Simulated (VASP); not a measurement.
# Li2O (m.bgw) (Fm-3m) in VASP: single point with PBE

Aim: the single point of Li2O (m.bgw) with PBE.

Program: VASP 6.6.1. These are calculated values, not measurements. Logs are shortened: lines on timing, memory, paths and dates and some standing lists are left out, and cuts for length are marked.

### 1 The cell of the first run

The structure is cubic, space group Fm-3m (No. 225). Conventional cell: a = 4.625 Å, b = 4.625 Å, c = 4.625 Å, α = 90.00°, β = 90.00°, γ = 90.00°. Within 2.7 Å of O (site symmetry m-3m) lie 8 Li at 2.00 Å. Within 2.7 Å of Li (site symmetry -43m) lie 4 O at 2.00 Å and 6 Li at 2.31 Å.

### 2 Single point, PBE

INCAR reads:

```
ALGO = Normal ; EDIFF = 1E-6
ENCUT = 750 ; GGA = PE
GGA_COMPAT = F ; ISIF = 2
ISMEAR = 0 ; LASPH = T
LCHARG = T ; LELF = T
LREAL = F ; LVHAR = T
LWAVE = F ; NBANDS = 13
NELM = 120 ; PREC = Accurate
SIGMA = 0.01
```

KPOINTS reads:

```
k-points
0
Gamma
  6 6 6
```

POSCAR reads:

```
Li2O
1.0
    0.0000000000      2.3124943269      2.3124943269
    2.3124943269      0.0000000000      2.3124943269
    2.3124943269      2.3124943269      0.0000000000
O Li
1 2
Direct
    0.0000000000      0.0000000000      0.0000000000
    0.2500000000      0.2500000000      0.2500000000
    0.7500000000      0.7500000000      0.7500000000
```

Potentials or basis: VASP PAW PBE potentials, release 64 (O, Li_sv).

On the command line:

```
$ cat potpaw_PBE.64/O/POTCAR potpaw_PBE.64/Li_sv/POTCAR > POTCAR
$ mpirun -np 1 vasp_std > vasp.out
```

OUTCAR:

```text
EDIFF = 1E-6
   ENCUT = 750
   GGA = PE
   ISIF = 2
   ISMEAR = 0
   LASPH = T
   LREAL = F
   NELM = 120
   PREC = Accurate

 ion  position               nearest neighbor table
   1  0.000  0.000  0.000-   2 2.00   3 2.00   3 2.00   3 2.00   3 2.00   2 2.00   2 2.00   2 2.00

   2  0.250  0.250  0.250-   1 2.00   1 2.00   1 2.00   1 2.00   3 2.31   3 2.31   3 2.31   3 2.31
                             3 2.31   3 2.31
   3  0.750  0.750  0.750-   1 2.00   1 2.00   1 2.00   1 2.00   2 2.31   2 2.31   2 2.31   2 2.31
                             2 2.31   2 2.31

  LATTYP: Found a face centered cubic cell.
 ALAT       =     4.6249886538

  Lattice vectors:

 A1 = (   0.0000000000,   2.3124943269,   2.3124943269)
 A2 = (   2.3124943269,   0.0000000000,   2.3124943269)
 A3 = (   2.3124943269,   2.3124943269,   0.0000000000)

Analysis of symmetry for initial positions (statically):
=====================================================================
 Subroutine PRICEL returns:
 Original cell was already a primitive cell.

 Routine SETGRP: Setting up the symmetry group for a
 face centered cubic supercell.

 Subroutine GETGRP returns: Found 48 space group operations
 (whereof 48 operations were pure point group operations)
 out of a pool of 48 trial point group operations.

The static configuration has the point symmetry O_h .

Analysis of symmetry for dynamics (positions and initial velocities):
=====================================================================
 Subroutine PRICEL returns:
 Original cell was already a primitive cell.

 Routine SETGRP: Setting up the symmetry group for a
 face centered cubic supercell.

 Subroutine GETGRP returns: Found 48 space group operations
 (whereof 48 operations were pure point group operations)
 out of a pool of 48 trial point group operations.

The dynamic configuration has the point symmetry O_h .

 Subroutine INISYM returns: Found 48 space group operations
 (whereof 48 operations are pure point group operations),
 and found     1 'primitive' translations

----------------------------------------------------------------------------------------

                                     Primitive cell

  volume of cell :      24.7327

  direct lattice vectors                    reciprocal lattice vectors
     0.000000000  2.312494327  2.312494327    -0.216216747  0.216216747  0.216216747
     2.312494327  0.000000000  2.312494327     0.216216747 -0.216216747  0.216216747
     2.312494327  2.312494327  0.000000000     0.216216747  0.216216747 -0.216216747

  length of vectors
     3.270360840  3.270360840  3.270360840     0.374498391  0.374498391  0.374498391

  position of ions in fractional coordinates (direct lattice)
     0.000000000  0.000000000  0.000000000
     0.250000000  0.250000000  0.250000000
     0.750000000  0.750000000  0.750000000

  ion indices of the primitive-cell ions
   primitive index   ion index
                 1           1
                 2           2
                 3           3

----------------------------------------------------------------------------------------

 KPOINTS: k-points

Automatic generation of k-mesh.
 Grid dimensions read from file:
 generate k-points for:    6    6    6

 Generating k-lattice:

  Cartesian coordinates                     Fractional coordinates (reciprocal lattice)
    -0.036036124  0.036036124  0.036036124     0.166666667  0.000000000  0.000000000
     0.036036124 -0.036036124  0.036036124     0.000000000  0.166666667  0.000000000
     0.036036124  0.036036124 -0.036036124     0.000000000  0.000000000  0.166666667

  Length of vectors
     0.062416398  0.062416398  0.062416398

  Shift w.r.t. Gamma in fractional coordinates (k-lattice)
     0.000000000  0.000000000  0.000000000

 Subroutine IBZKPT returns following result:
 ===========================================

 Found     16 irreducible k-points:

 Following reciprocal coordinates:
            Coordinates               Weight
  0.000000  0.000000  0.000000      1.000000
  0.166667  0.000000  0.000000      8.000000
  0.333333  0.000000  0.000000      8.000000
  0.500000  0.000000  0.000000      4.000000
  0.166667  0.166667  0.000000      6.000000
  0.333333  0.166667  0.000000     24.000000
[... 8 lines left out ...]
 -0.333333  0.333333  0.166667     24.000000
 -0.333333  0.500000  0.166667     12.000000
   k-points           NKPTS =     16   k-points in BZ     NKDIM =     16   number of bands    NBANDS=     13
   number of dos      NEDOS =    301   number of ions     NIONS =      3
   total plane-waves  NPLWV =  27000
   dimension x,y,z NGX =    30 NGY =   30 NGZ =   30
   dimension x,y,z NGXF=    60 NGYF=   60 NGZF=   60
   ions per type =               1   2
   NGX,Y,Z   is equivalent  to a cutoff of  15.25, 15.25, 15.25 a.u.
   NGXF,Y,Z  is equivalent  to a cutoff of  30.50, 30.50, 30.50 a.u.
 SYSTEM =  unknown system
   PREC   = accura    normal or accurate (medium, high low for compatibility)
   ISTART =      0    job   : 0-new  1-cont  2-samecut
   ICHARG =      2    charge: 1-file 2-atom 10-const
   ISPIN  =      1    spin polarized calculation?
   LNONCOLLINEAR =      F non collinear calculations
   LSORBIT =      F    spin-orbit coupling
   LASPH  =      T    aspherical Exc in radial PAW
   ENCUT  =  750.0 eV  55.12 Ry    7.42 a.u.   7.30  7.30  7.30*2*pi/ulx,y,z
   NELM   =    120;   NELMIN=  2; NELMDL= -5     # of ELM steps
   EDIFF  = 0.1E-05   stopping-criterion for ELM
   LREAL  =      F    real-space projection
   EDIFFG = 0.1E-04   stopping-criterion for IOM
   NSW    =      0    number of steps for IOM
   IBRION =     -1    ionic relax: 0-MD 1-quasi-New 2-CG
   NFREE  =      0    steps in history (QN), initial steepest desc. (CG)
   ISIF   =      2    stress and relaxation
   ISYM   =      2    0-nonsym 1-usesym 2-fastsym
   POTIM  = 0.5000    time-step for ionic-motion
   TEBEG  =    0.0;   TEEND  =   0.0 temperature during run
   PSTRESS=    0.0 pullay stress
   NELECT =      12.0000    total number of electrons
   NUPDOWN=      -1.0000    fix difference up-down
   EMIN   =  10.00;   EMAX   =-10.00  energy-range for DOS
   EFERMI =   0.00;   METHOD = LEGACY
   ISMEAR =     0;   SIGMA  =   0.01  broadening in eV -4-tet -1-fermi 0-gaus
   EFERMI_NEDOS =   21; number of points for ismear=-14 and -15
   IALGO  =     38    algorithm
   IMIX   =      4    mixing-type and parameters
     AMIX     =   0.40;   BMIX     =  1.00
     AMIX_MAG =   1.60;   BMIX_MAG =  1.00
  volume/ion in A,a.u.               =       8.24        55.63
  Fermi-wavevector in a.u.,A,eV,Ry     =   1.286406  2.430954 22.515455  1.654839
  Thomas-Fermi vector in A             =   2.418482
   LORBIT       =      0    0 simple, 1 ext, 2 COOP (PROOUT), +10 PAW based schemes
   GGA     = PE    functional components
   LHFCALC =     F    Hartree Fock is set to
   AEXX    =    0.0000 exact exchange contribution
   IVDW    =     0    specifies the selected vdW correction
   LEPSILON=     F    determine dielectric tensor
   LRPA    =     F    only Hartree local field effects (RPA)
 non-spin polarized calculation
 Gauss-broadening in eV      SIGMA  =   0.01
  energy-cutoff  :      750.00
  volume of cell :       24.73
 maximum number of plane-waves:      1167
 NGX is ok and might be reduce to    30
   NGX = 15   NGY = 15   NGZ = 15

 number of electron      12.0000000 magnetization

 Free energy of the ion-electron system (eV)
  ---------------------------------------------------
  ext. energy  EPLUGINS =         0.00000000
  ---------------------------------------------------
  free energy    TOTEN  =       -14.35606016 eV

  energy without entropy =      -14.35606016  energy(sigma->0) =      -14.35606016

 E-fermi :   1.4248     XC(G=0):  -9.7375

 val. band max:        1.3151327717   @ k =   0.0000   0.0000   0.0000
 cond. band min:       6.2870140156   @ k =   0.5000   0.5000   0.0000
 fundamental gap:      4.9718812440
 Fermi energy:         1.4247628908

 k-point     1 :       0.0000    0.0000    0.0000
  band No.  band energies     occupation
      1     -41.6747      2.00000
      2     -41.3488      2.00000
      3     -14.1277      2.00000
      4       1.3151      2.00000
      5       1.3151      2.00000
      6       1.3151      2.00000
      7       6.5556      0.00000
      8      13.2323      0.00000
      9      13.2323      0.00000
     10      13.2323      0.00000
     11      20.2788      0.00000
     12      20.2788      0.00000
     13      20.2788      0.00000

 k-point     2 :       0.1667    0.0000    0.0000
  band No.  band energies     occupation
      1     -41.6495      2.00000
      2     -41.3677      2.00000
      3     -14.0755      2.00000
      4       0.4776      2.00000
      5       1.1943      2.00000
      6       1.1943      2.00000
      7       7.2613      0.00000
      8      13.2204      0.00000
      9      13.5657      0.00000
     10      13.5657      0.00000
     11      18.4923      0.00000
     12      18.4923      0.00000
     13      21.1479      0.00000

 k-point     3 :       0.3333    0.0000    0.0000
  band No.  band energies     occupation
      1     -41.5834      2.00000
      2     -41.4211      2.00000
      3     -13.9626      2.00000
      4      -0.8670      2.00000
      5       0.9735      2.00000
      6       0.9735      2.00000
      7       8.8254      0.00000
      8      12.5258      0.00000
      9      13.6136      0.00000
     10      13.6136      0.00000
     11      18.3209      0.00000
     12      18.3209      0.00000
     13      22.9932      0.00000

 k-point     4 :       0.5000    0.0000    0.0000
  band No.  band energies     occupation
      1     -41.4996      2.00000
      2     -41.4985      2.00000
      3     -13.9015      2.00000
      4      -1.4470      2.00000
      5       0.8718      2.00000
      6       0.8718      2.00000
      7      10.5034      0.00000
      8      11.0910      0.00000
      9      13.3588      0.00000
     10      13.3588      0.00000
     11      19.1116      0.00000
     12      19.1116      0.00000
     13      24.0507      0.00000

 k-point     5 :       0.1667    0.1667    0.0000
  band No.  band energies     occupation
      1     -41.6430      2.00000
      2     -41.3720      2.00000
      3     -14.0596      2.00000
      4       0.6860      2.00000
      5       0.9335      2.00000
      6       0.9335      2.00000
      7       7.2593      0.00000
      8      13.5019      0.00000
      9      13.5019      0.00000
     10      13.9935      0.00000
     11      16.2516      0.00000
     12      22.0229      0.00000
     13      22.0229      0.00000
[... 129 lines left out ...]
 k-point    14 :       0.5000    0.3333    0.1667
  band No.  band energies     occupation
      1     -41.5514      2.00000
      2     -41.4439      2.00000
      3     -13.8962      2.00000
      4      -0.6976      2.00000
      5       0.1296      2.00000
      6       0.5554      2.00000
      7       8.3099      0.00000
      8      12.3325      0.00000
      9      14.6128      0.00000
     10      15.1853      0.00000
     11      16.7337      0.00000
     12      21.1591      0.00000
     13      23.4867      0.00000

 k-point    15 :      -0.3333    0.3333    0.1667
  band No.  band energies     occupation
      1     -41.4956      2.00000
      2     -41.4953      2.00000
      3     -13.8571      2.00000
      4      -0.9137      2.00000
      5       0.0648      2.00000
      6       0.2698      2.00000
      7       8.8340      0.00000
      8      11.6454      0.00000
      9      14.8923      0.00000
     10      15.0859      0.00000
     11      18.9380      0.00000
     12      19.2812      0.00000
     13      24.3240      0.00000

 k-point    16 :      -0.3333    0.5000    0.1667
  band No.  band energies     occupation
      1     -41.5207      2.00000
      2     -41.4676      2.00000
      3     -13.8452      2.00000
      4      -0.3966      2.00000
      5      -0.2257      2.00000
      6      -0.1138      2.00000
      7       7.7392      0.00000
      8      12.6250      0.00000
      9      15.0920      0.00000
     10      15.6704      0.00000
     11      18.0932      0.00000
     12      21.2520      0.00000
     13      23.2514      0.00000

------------------------ aborting loop because EDIFF is reached ----------------------------------------

  FORCE on cell =-STRESS in cart. coord.  units (eV):
  Direction    XX          YY          ZZ          XY          YZ          ZX
  --------------------------------------------------------------------------------------
  -------------------------------------------------------------------------------------
  Total       -0.0434580     -0.0434580     -0.0434580      0.0000000      0.0000000     -0.0000000
  in kB       -2.8151933     -2.8151933     -2.8151933      0.0000000      0.0000000     -0.0000000
  external PRESSURE =      -2.8151933 kB  Pullay stress =       0.0000000 kB

 VOLUME and BASIS-vectors are now :
 -----------------------------------------------------------------------------
  energy-cutoff  :      750.00
  volume of cell :       24.73
      direct lattice vectors                 reciprocal lattice vectors
     0.000000000  2.312494327  2.312494327    -0.216216747  0.216216747  0.216216747
     2.312494327  0.000000000  2.312494327     0.216216747 -0.216216747  0.216216747
     2.312494327  2.312494327  0.000000000     0.216216747  0.216216747 -0.216216747

 POSITION                                       TOTAL-FORCE (eV/Angst)
 -----------------------------------------------------------------------------------
      0.00000      0.00000      0.00000        -0.000000      0.000000     -0.000000
      1.15625      1.15625      1.15625        -0.000000     -0.000000     -0.000000
      3.46874      3.46874      3.46874         0.000000     -0.000000      0.000000
 -----------------------------------------------------------------------------------
    total drift:                                0.000000     -0.000000      0.000000

  FREE ENERGIE OF THE ION-ELECTRON SYSTEM (eV)
  ---------------------------------------------------
  free  energy   TOTEN  =       -14.3560601600 eV

  energy  without entropy=      -14.3560601600  energy(sigma->0) =      -14.35606016
```

Run time: 8.3 s. Hardware: 1 thread of AMD EPYC 9R45 (Zen 5), shared host; peak memory 0.13 GiB.

What came out:

```yaml
Free_energy: -14.3561 eV
Pressure: -0.3 GPa
Band_gap_on_the_k_mesh: 4.97 eV, indirect (least direct gap 5.24 eV)
```

A k mesh can miss the band edges.
